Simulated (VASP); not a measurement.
# Ir (Fm-3m) in VASP: notebook

The runs below take Ir through single point, with LDA.

Program: VASP 6.6.1. These are calculated values, not measurements. Logs are shortened: lines on timing, memory, paths and dates and some standing lists are left out, and cuts for length are marked.

## Step 1: The cell of the first run

It takes space group Fm-3m (No. 225, cubic). Conventional cell: a = 3.653 Å, b = 3.653 Å, c = 3.653 Å, α = 90.00°, β = 90.00°, γ = 90.00°. Ir (site symmetry m-3m) has 12 Ir at 2.58 Å within 3.4 Å.

## Step 2: Single point, LDA (12.19 Å³/atom)

INCAR reads:

```
PREC     = Accurate       # precision mode
ENCUT    = 500            # plane-wave cutoff, eV
EDIFF    = 1E-6           # SCF threshold, eV
ISMEAR   = -1             # smearing method
SIGMA    = 0.08           # smearing width, eV
LREAL    = False          # projectors in reciprocal space
LASPH    = True           # aspherical terms in the spheres
NELM     = 120            # most SCF steps
ALGO     = Normal         # electronic algorithm
ISIF     = 2              # what is computed and relaxed
LWAVE    = False          # write WAVECAR
LCHARG   = False          # write CHGCAR
GGA      = CA             # functional
NBANDS   = 10             # bands
GGA_COMPAT= False
```

KPOINTS reads:

```
regular mesh
0
Gamma
  19 19 19
```

POSCAR reads:

```
Ir
1.0
    0.0000000000      1.8264282417      1.8264282417
    1.8264282417      0.0000000000      1.8264282417
    1.8264282417      1.8264282417      0.0000000000
Ir
1
Direct
    0.0000000000      0.0000000000      0.0000000000
```

Potentials or basis: VASP PAW LDA potentials, release 64 (Ir).

The run is started by

```sh
$ cat potpaw_LDA.64/Ir/POTCAR > POTCAR
$ mpirun -np 1 vasp_std > vasp.out
```

OUTCAR:

```text
PREC = Accurate
   ENCUT = 500
   EDIFF = 1E-6
   ISMEAR = -1
   LREAL = False
   LASPH = True
   NELM = 120
   ISIF = 2
   GGA = CA

 ion  position               nearest neighbor table
   1  0.000  0.000  0.000-

  LATTYP: Found a face centered cubic cell.
 ALAT       =     3.6528564834

  Lattice vectors:

 A1 = (   0.0000000000,   1.8264282417,   1.8264282417)
 A2 = (   1.8264282417,   0.0000000000,   1.8264282417)
 A3 = (   1.8264282417,   1.8264282417,   0.0000000000)

Analysis of symmetry for initial positions (statically):
=====================================================================
 Subroutine PRICEL returns:
 Original cell was already a primitive cell.

 Routine SETGRP: Setting up the symmetry group for a
 face centered cubic supercell.

 Subroutine GETGRP returns: Found 48 space group operations
 (whereof 48 operations were pure point group operations)
 out of a pool of 48 trial point group operations.

The static configuration has the point symmetry O_h .

Analysis of symmetry for dynamics (positions and initial velocities):
=====================================================================
 Subroutine PRICEL returns:
 Original cell was already a primitive cell.

 Routine SETGRP: Setting up the symmetry group for a
 face centered cubic supercell.

 Subroutine GETGRP returns: Found 48 space group operations
 (whereof 48 operations were pure point group operations)
 out of a pool of 48 trial point group operations.

The dynamic configuration has the point symmetry O_h .

 Subroutine INISYM returns: Found 48 space group operations
 (whereof 48 operations are pure point group operations),
 and found     1 'primitive' translations

----------------------------------------------------------------------------------------

                                     Primitive cell

  volume of cell :      12.1853

  direct lattice vectors                    reciprocal lattice vectors
     0.000000000  1.826428242  1.826428242    -0.273758360  0.273758360  0.273758360
     1.826428242  0.000000000  1.826428242     0.273758360 -0.273758360  0.273758360
     1.826428242  1.826428242  0.000000000     0.273758360  0.273758360 -0.273758360

  length of vectors
     2.582959590  2.582959590  2.582959590     0.474163388  0.474163388  0.474163388

  position of ions in fractional coordinates (direct lattice)
     0.000000000  0.000000000  0.000000000

  ion indices of the primitive-cell ions
   primitive index   ion index
                 1           1

----------------------------------------------------------------------------------------

 KPOINTS: regular mesh

Automatic generation of k-mesh.
 Grid dimensions read from file:
 generate k-points for:   19   19   19

 Generating k-lattice:

  Cartesian coordinates                     Fractional coordinates (reciprocal lattice)
    -0.014408335  0.014408335  0.014408335     0.052631579  0.000000000  0.000000000
     0.014408335 -0.014408335  0.014408335     0.000000000  0.052631579  0.000000000
     0.014408335  0.014408335 -0.014408335     0.000000000  0.000000000  0.052631579

  Length of vectors
     0.024955968  0.024955968  0.024955968

  Shift w.r.t. Gamma in fractional coordinates (k-lattice)
     0.000000000  0.000000000  0.000000000

 Subroutine IBZKPT returns following result:
 ===========================================

 Found    220 irreducible k-points:

 Following reciprocal coordinates:
            Coordinates               Weight
  0.000000  0.000000  0.000000      1.000000
  0.052632  0.000000  0.000000      8.000000
  0.105263  0.000000  0.000000      8.000000
  0.157895  0.000000  0.000000      8.000000
  0.210526  0.000000  0.000000      8.000000
  0.263158  0.000000  0.000000      8.000000
[... 16 lines left out ...]
 -0.315789  0.052632  0.000000     24.000000
 -0.263158  0.052632  0.000000     24.000000
 [... further k-points ...]
   k-points           NKPTS =    220   k-points in BZ     NKDIM =    220   number of bands    NBANDS=     10
   number of dos      NEDOS =    301   number of ions     NIONS =      1
   total plane-waves  NPLWV =   8000
   dimension x,y,z NGX =    20 NGY =   20 NGZ =   20
   dimension x,y,z NGXF=    40 NGYF=   40 NGZF=   40
   ions per type =               1
   NGX,Y,Z   is equivalent  to a cutoff of  12.87, 12.87, 12.87 a.u.
   NGXF,Y,Z  is equivalent  to a cutoff of  25.75, 25.75, 25.75 a.u.
 SYSTEM =  unknown system
   PREC   = accura    normal or accurate (medium, high low for compatibility)
   ISTART =      0    job   : 0-new  1-cont  2-samecut
   ICHARG =      2    charge: 1-file 2-atom 10-const
   ISPIN  =      1    spin polarized calculation?
   LNONCOLLINEAR =      F non collinear calculations
   LSORBIT =      F    spin-orbit coupling
   LASPH  =      T    aspherical Exc in radial PAW
   ENCUT  =  500.0 eV  36.75 Ry    6.06 a.u.   4.71  4.71  4.71*2*pi/ulx,y,z
   NELM   =    120;   NELMIN=  2; NELMDL= -5     # of ELM steps
   EDIFF  = 0.1E-05   stopping-criterion for ELM
   LREAL  =      F    real-space projection
   EDIFFG = 0.1E-04   stopping-criterion for IOM
   NSW    =      0    number of steps for IOM
   IBRION =     -1    ionic relax: 0-MD 1-quasi-New 2-CG
   NFREE  =      0    steps in history (QN), initial steepest desc. (CG)
   ISIF   =      2    stress and relaxation
   ISYM   =      2    0-nonsym 1-usesym 2-fastsym
   POTIM  = 0.5000    time-step for ionic-motion
   TEBEG  =    0.0;   TEEND  =   0.0 temperature during run
   PSTRESS=    0.0 pullay stress
   NELECT =       9.0000    total number of electrons
   NUPDOWN=      -1.0000    fix difference up-down
   EMIN   =  10.00;   EMAX   =-10.00  energy-range for DOS
   EFERMI =   0.00;   METHOD = LEGACY
   ISMEAR =    -1;   SIGMA  =   0.08  broadening in eV -4-tet -1-fermi 0-gaus
   EFERMI_NEDOS =   21; number of points for ismear=-14 and -15
   IALGO  =     38    algorithm
   IMIX   =      4    mixing-type and parameters
     AMIX     =   0.40;   BMIX     =  1.00
     AMIX_MAG =   1.60;   BMIX_MAG =  1.00
  volume/ion in A,a.u.               =      12.19        82.23
  Fermi-wavevector in a.u.,A,eV,Ry     =   1.479823  2.796460 29.795066  2.189876
  Thomas-Fermi vector in A             =   2.593933
   LORBIT       =      0    0 simple, 1 ext, 2 COOP (PROOUT), +10 PAW based schemes
   GGA     = CA    functional components
   LHFCALC =     F    Hartree Fock is set to
   AEXX    =    0.0000 exact exchange contribution
   IVDW    =     0    specifies the selected vdW correction
   LEPSILON=     F    determine dielectric tensor
   LRPA    =     F    only Hartree local field effects (RPA)
 non-spin polarized calculation
  energy-cutoff  :      500.00
  volume of cell :       12.19
 maximum number of plane-waves:       331
   NGX =  9   NGY =  9   NGZ =  9

 number of electron       9.0000001 magnetization

 Free energy of the ion-electron system (eV)
  ---------------------------------------------------
  ext. energy  EPLUGINS =         0.00000000
  ---------------------------------------------------
  free energy    TOTEN  =        -9.96664130 eV

  energy without entropy =       -9.94753404  energy(sigma->0) =       -9.95708767

 E-fermi :  13.1335     XC(G=0): -15.0140

 val. band max:       13.1079692452   @ k =   0.3158   0.1579   0.0526
 cond. band min:      13.1341515745   @ k =   0.4737   0.3684   0.0000
 fundamental gap:      0.0261823294
 Fermi energy:        13.1334546228

 k-point     1 :       0.0000    0.0000    0.0000
  band No.  band energies     occupation
      1       0.3699      2.00000
      2       8.2381      2.00000
      3       8.2381      2.00000
      4       8.2381      2.00000
      5      11.6809      2.00000
      6      11.6809      2.00000
      7      27.0616      0.00000
      8      33.5368      0.00000
      9      33.5368      0.00000
     10      33.5368      0.00000

 k-point     2 :       0.0526    0.0000    0.0000
  band No.  band energies     occupation
      1       0.5162      2.00000
      2       8.1524      2.00000
      3       8.3050      2.00000
      4       8.3050      2.00000
      5      11.6313      2.00000
      6      11.6313      2.00000
      7      27.3316      0.00000
      8      32.8152      0.00000
      9      33.7917      0.00000
     10      33.7917      0.00000

 k-point     3 :       0.1053    0.0000    0.0000
  band No.  band energies     occupation
      1       0.9383      2.00000
      2       7.9324      2.00000
      3       8.4834      2.00000
      4       8.4834      2.00000
      5      11.5170      2.00000
      6      11.5170      2.00000
      7      28.0787      0.00000
      8      31.4041      0.00000
      9      34.5359      0.00000
     10      34.5359      0.00000

 k-point     4 :       0.1579    0.0000    0.0000
  band No.  band energies     occupation
      1       1.5793      2.00000
      2       7.6820      2.00000
      3       8.6964      2.00000
      4       8.6964      2.00000
      5      11.4435      2.00000
      6      11.4435      2.00000
      7      28.9358      0.00000
      8      30.1583      0.00000
      9      35.7123      0.00000
     10      35.7123      0.00000

 k-point     5 :       0.2105    0.0000    0.0000
  band No.  band energies     occupation
      1       2.3190      2.00000
      2       7.5672      2.00000
      3       8.8143      2.00000
      4       8.8143      2.00000
      5      11.5695      2.00000
      6      11.5695      2.00000
      7      28.2073      0.00000
      8      30.6033      0.00000
      9      37.2357      0.00000
     10      37.2357      0.00000

 k-point     6 :       0.2632    0.0000    0.0000
  band No.  band energies     occupation
      1       2.9546      2.00000
      2       7.8117      2.00000
      3       8.7543      2.00000
      4       8.7543      2.00000
      5      11.9896      2.00000
      6      11.9896      2.00000
      7      26.9710      0.00000
      8      30.9242      0.00000
      9      38.9395      0.00000
     10      38.9460      0.00000
[... 183 lines left out ...]
 k-point    21 :      -0.4211    0.0526    0.0000
  band No.  band energies     occupation
      1       3.4682      2.00000
      2       8.0524      2.00000
      3       8.2467      2.00000
      4      11.0151      2.00000
      5      13.8619      0.00022
      6      14.8050      0.00000
      7      22.8000      0.00000
      8      27.2599      0.00000
      9      34.1108      0.00000
     10      35.0515      0.00000

 k-point    22 :      -0.3684    0.0526    0.0000
  band No.  band energies     occupation
      1       3.5127      2.00000
      2       8.2177      2.00000
      3       8.3793      2.00000
      4       9.9155      2.00000
      5      13.1905      0.65769
      6      14.2521      0.00000
      7      24.1426      0.00000
      8      28.1326      0.00000
      9      34.9571      0.00000
     10      36.5472      0.00000

 k-point    23 :      -0.3158    0.0526    0.0000
  band No.  band energies     occupation
      1       3.4859      2.00000
      2       8.4167      2.00000
      3       8.5783      2.00000
      4       8.7472      2.00000
      5      12.4153      1.99975
      6      13.5384      0.01260
      7      25.5076      0.00000
      8      29.5240      0.00000
      9      36.2214      0.00000
     10      38.5438      0.00000

 k-point    24 :      -0.2632    0.0526    0.0000
  band No.  band energies     occupation
      1       3.2386      2.00000
      2       7.8206      2.00000
      3       8.6843      2.00000
      4       8.7913      2.00000
      5      11.6912      2.00000
      6      12.8099      1.96556
      7      26.7563      0.00000
      8      30.8354      0.00000
      9      37.4086      0.00000
     10      37.9173      0.00000

 [... further k-points ...]

------------------------ aborting loop because EDIFF is reached ----------------------------------------

  FORCE on cell =-STRESS in cart. coord.  units (eV):
  Direction    XX          YY          ZZ          XY          YZ          ZX
  --------------------------------------------------------------------------------------
  -------------------------------------------------------------------------------------
  Total        5.7612445      5.7612445      5.7612445      0.0000000      0.0000000     -0.0000000
  in kB      757.5111926    757.5111926    757.5111926      0.0000000      0.0000000     -0.0000000
  external PRESSURE =     757.5111926 kB  Pullay stress =       0.0000000 kB

 VOLUME and BASIS-vectors are now :
 -----------------------------------------------------------------------------
  energy-cutoff  :      500.00
  volume of cell :       12.19
      direct lattice vectors                 reciprocal lattice vectors
     0.000000000  1.826428242  1.826428242    -0.273758360  0.273758360  0.273758360
     1.826428242  0.000000000  1.826428242     0.273758360 -0.273758360  0.273758360
     1.826428242  1.826428242  0.000000000     0.273758360  0.273758360 -0.273758360

 POSITION                                       TOTAL-FORCE (eV/Angst)
 -----------------------------------------------------------------------------------
      0.00000      0.00000      0.00000         0.000000      0.000000     -0.000000
 -----------------------------------------------------------------------------------
    total drift:                                0.000000      0.000000      0.000000

  FREE ENERGIE OF THE ION-ELECTRON SYSTEM (eV)
  ---------------------------------------------------
  free  energy   TOTEN  =        -9.9666413021 eV

  energy  without entropy=       -9.9475340376  energy(sigma->0) =       -9.95708767
```

It took 12 s on 1 thread of Intel Xeon 6975P-C (Granite Rapids), shared host; peak memory 0.14 GiB.

Results:

| Item | Value |
| --- | --- |
| Free energy | -9.9666 eV |
| Pressure | 75.8 GPa |
| Band gap on the k mesh | zero (an odd number of electrons rules out a gap without spin polarisation) |

Levels at points of the mesh, in eV from the Fermi level:
| k point | band 1 | band 2 | band 3 | band 4 | band 5 | band 6 | band 7 | band 8 | band 9 |
| --- | --- | --- | --- | --- | --- | --- | --- | --- | --- |
| (0.00, 0.00, 0.00) | -12.76 | -4.90 | -4.90 | -4.90 | -1.45 | -1.45 | 13.93 | 20.40 | 20.40 |

Caveat: the cell stands under pressure; spin-orbit coupling is left out, which moves the levels of the heavy elements.

## Step 3: Single point, LDA (13.85 Å³/atom)

This run uses another cell than the first one, of 13.85 Å³/atom.

INCAR reads:

```
PREC     = Accurate       # precision mode
ENCUT    = 500            # plane-wave cutoff, eV
EDIFF    = 1E-6           # SCF threshold, eV
ISMEAR   = -1             # smearing method
SIGMA    = 0.08           # smearing width, eV
LREAL    = F              # projectors in reciprocal space
LASPH    = T              # aspherical terms in the spheres
NELM     = 120            # most SCF steps
ALGO     = Normal         # electronic algorithm
ISIF     = 2              # what is computed and relaxed
LWAVE    = F              # write WAVECAR
LCHARG   = F              # write CHGCAR
NBANDS   = 10             # bands
GGA_COMPAT= F
```

KPOINTS reads:

```
Automatic mesh
0
Gamma
  19 19 19
```

POSCAR reads:

```
Ir
1.0
    0.0000000000      1.9059363364      1.9059363364
    1.9059363364      0.0000000000      1.9059363364
    1.9059363364      1.9059363364      0.0000000000
Ir
1
Direct
    0.0000000000      0.0000000000      0.0000000000
```

Potentials or basis: VASP PAW LDA potentials, release 64 (Ir).

The run is started by

```sh
$ cat potpaw_LDA.64/Ir/POTCAR > POTCAR
$ mpirun -np 1 vasp_std > vasp.out
```

OUTCAR:

```text
PREC = Accurate
   ENCUT = 500
   EDIFF = 1E-6
   ISMEAR = -1
   LREAL = F
   LASPH = T
   NELM = 120
   ISIF = 2

 ion  position               nearest neighbor table
   1  0.000  0.000  0.000-

  LATTYP: Found a face centered cubic cell.
 ALAT       =     3.8118726728

  Lattice vectors:

 A1 = (   0.0000000000,   1.9059363364,   1.9059363364)
 A2 = (   1.9059363364,   0.0000000000,   1.9059363364)
 A3 = (   1.9059363364,   1.9059363364,   0.0000000000)

[... 487 lines left out ...]
      9      33.1087      0.00000
     10      34.3654      0.00000

 [... further k-points ...]

------------------------ aborting loop because EDIFF is reached ----------------------------------------

  FORCE on cell =-STRESS in cart. coord.  units (eV):
  Direction    XX          YY          ZZ          XY          YZ          ZX
  --------------------------------------------------------------------------------------
  -------------------------------------------------------------------------------------
  Total        0.2263271      0.2263271      0.2263271     -0.0000000      0.0000000      0.0000000
  in kB       26.1873805     26.1873805     26.1873805     -0.0000000      0.0000000      0.0000000
  external PRESSURE =      26.1873805 kB  Pullay stress =       0.0000000 kB

 VOLUME and BASIS-vectors are now :
 -----------------------------------------------------------------------------
  energy-cutoff  :      500.00
  volume of cell :       13.85
      direct lattice vectors                 reciprocal lattice vectors
     0.000000000  1.905936336  1.905936336    -0.262338248  0.262338248  0.262338248
     1.905936336  0.000000000  1.905936336     0.262338248 -0.262338248  0.262338248
     1.905936336  1.905936336  0.000000000     0.262338248  0.262338248 -0.262338248

 POSITION                                       TOTAL-FORCE (eV/Angst)
 -----------------------------------------------------------------------------------
      0.00000      0.00000      0.00000         0.000000      0.000000      0.000000
 -----------------------------------------------------------------------------------
    total drift:                                0.000000      0.000000      0.000000

  FREE ENERGIE OF THE ION-ELECTRON SYSTEM (eV)
  ---------------------------------------------------
  free  energy   TOTEN  =       -10.3293497779 eV

  energy  without entropy=      -10.3066084718  energy(sigma->0) =      -10.31797912
```

It took 10 s on 1 thread of Intel Xeon 6975P-C (Granite Rapids), shared host; peak memory 0.14 GiB.

What came out:

```yaml
Free_energy: -10.3293 eV
Pressure: 2.6 GPa
Band_gap_on_the_k_mesh: zero (an odd number of electrons rules out a gap without spin polarisation)
```

Levels at points of the mesh, in eV from the Fermi level:
```csv
k point,band 1,band 2,band 3,band 4,band 5,band 6,band 7,band 8,band 9
"(0.00, 0.00, 0.00)",-11.32,-4.03,-4.03,-4.03,-1.21,-1.21,14.32,19.98,19.98
```

Caveat: spin-orbit coupling is left out, which moves the levels of the heavy elements.

## Step 4: Single point, LDA (13.85 Å³/atom)

This run uses another cell than the first one, of 13.85 Å³/atom.

INCAR reads:

```
SYSTEM = Ir
  ALGO = Normal
  EDIFF = 1E-6
  ENCUT = 500
  GGA = CA
  GGA_COMPAT = .FALSE.
  ISIF = 2
  ISMEAR = -1
  LASPH = .TRUE.
  LCHARG = .FALSE.
  LREAL = .FALSE.
  LWAVE = .FALSE.
  NBANDS = 10
  NELM = 120
  PREC = Accurate
  SIGMA = 0.08
```

KPOINTS reads:

```
k-points
0
G
  19 19 19
  0 0 0
```

POSCAR is that of step 3.

The run is started by

```sh
$ cat potpaw_LDA.64/Ir/POTCAR > POTCAR
$ mpirun -np 1 vasp_std > vasp.out
```

Wall time 10 s (1 thread of Intel Xeon 6975P-C (Granite Rapids), shared host); peak memory 0.14 GiB.

The run converged. Its results:

```
Free energy            : -10.3293 eV
Pressure               : 2.6 GPa
Band gap on the k mesh : zero (an odd number of electrons rules out a gap without spin polarisation)
```

Levels at points of the mesh, in eV from the Fermi level:
```tsv
k point	band 1	band 2	band 3	band 4	band 5	band 6	band 7	band 8
(0.00, 0.00, 0.00)	-11.32	-4.03	-4.03	-4.03	-1.21	-1.21	14.32	19.98
```

Caveat: spin-orbit coupling is left out, which moves the levels of the heavy elements.
